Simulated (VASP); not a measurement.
Write the native input for VASP 6.6.1 that does the following.

| Quantity | Value |
| --- | --- |
| Task | relaxation of cell and atoms |
| Functional | PBE |
| Potentials or basis | VASP PAW PBE potentials, release 64 (Mg, Zn, Te, Se) |
| Cutoff | 600 eV |
| k mesh | 12 × 12 × 4 |
| Occupations | gaussian, width 0.1 eV |
| Spin | no spin polarisation |
| Dipole correction | no |
| Further INCAR settings | ALGO = Normal; EDIFF = 1e-06; IBRION = 2; EDIFFG = -0.01; NSW = 100; ISIF = 3 |

The structure of MgZn2TeSe2 lies in POSCAR:

```
MgZn2TeSe2
1.0
    4.1439882629      0.0000000000      0.0000000000
   -2.0719941315      3.5887991087      0.0000000000
    0.0000000000      0.0000000000     10.5937598742
Mg Zn Te Se
1 2 1 2
Direct
    0.3333333333      0.6666666667      0.5000000000
    0.0000000000      0.0000000000      0.1399307162
    0.0000000000      0.0000000000      0.8600692838
    0.6666666667      0.3333333333      0.0000000000
    0.0000000000      0.0000000000      0.6422554034
    0.0000000000      0.0000000000      0.3577445966
```

The cell was generated, and may not be a known phase.

One way to write it, as run:

INCAR

```
SYSTEM = MgZn2TeSe2
PREC     = Accurate       ! precision mode
ENCUT    = 600            ! plane-wave cutoff, eV
EDIFF    = 1E-6           ! SCF threshold, eV
ISMEAR   = 0              ! smearing method
SIGMA    = 0.1            ! smearing width, eV
LREAL    = .FALSE.        ! projectors in reciprocal space
LASPH    = .TRUE.         ! aspherical terms in the spheres
NELM     = 80             ! most SCF steps
ALGO     = Normal         ! electronic algorithm
ISIF     = 3              ! what is computed and relaxed
LWAVE    = .FALSE.        ! write WAVECAR
LCHARG   = .FALSE.        ! write CHGCAR
GGA      = PE             ! functional
IBRION   = 2              ! ionic algorithm
NSW      = 100            ! ionic steps
EDIFFG   = -0.01          ! ionic threshold
```

KPOINTS

```
regular mesh
0
G
  12 12 4
  0 0 0
```

Potentials or basis: VASP PAW PBE potentials, release 64 (Mg, Zn, Te, Se).

Run with:

```sh
$ cat potpaw_PBE.64/Mg/POTCAR potpaw_PBE.64/Zn/POTCAR potpaw_PBE.64/Te/POTCAR potpaw_PBE.64/Se/POTCAR > POTCAR
$ mpirun -np 1 vasp_std > vasp.out
```

It gave:

```yaml
Relaxed_volume: 26.15 Å³/atom
Relaxed_cell: a = 4.135 Å, b = 4.135 Å, c = 10.598 Å, α = 90.00°, β = 90.00°, γ = 120.00°
Space_group_after_relaxing_to_0.1_Å: P-6m2 (No. 187)
Energy_gained_by_relaxing: 0.3 meV/atom
Ionic_steps: 9
Pressure_after_relaxing: 0.0 GPa
Largest_force_after_relaxing: 0.005 eV/Å
Band_gap_on_the_k_mesh: zero (bands 22 and 23 overlap by 0.08 eV)
```

Caveat: semilocal functionals underestimate gaps, and a narrow one can read as zero; spin-orbit coupling is left out, which moves the levels of the heavy elements.

Wall time 11 min on 1 thread of Intel(R) Xeon(R) 6975P-C (Granite Rapids), with other jobs on the host, peak memory 0.6 GiB.
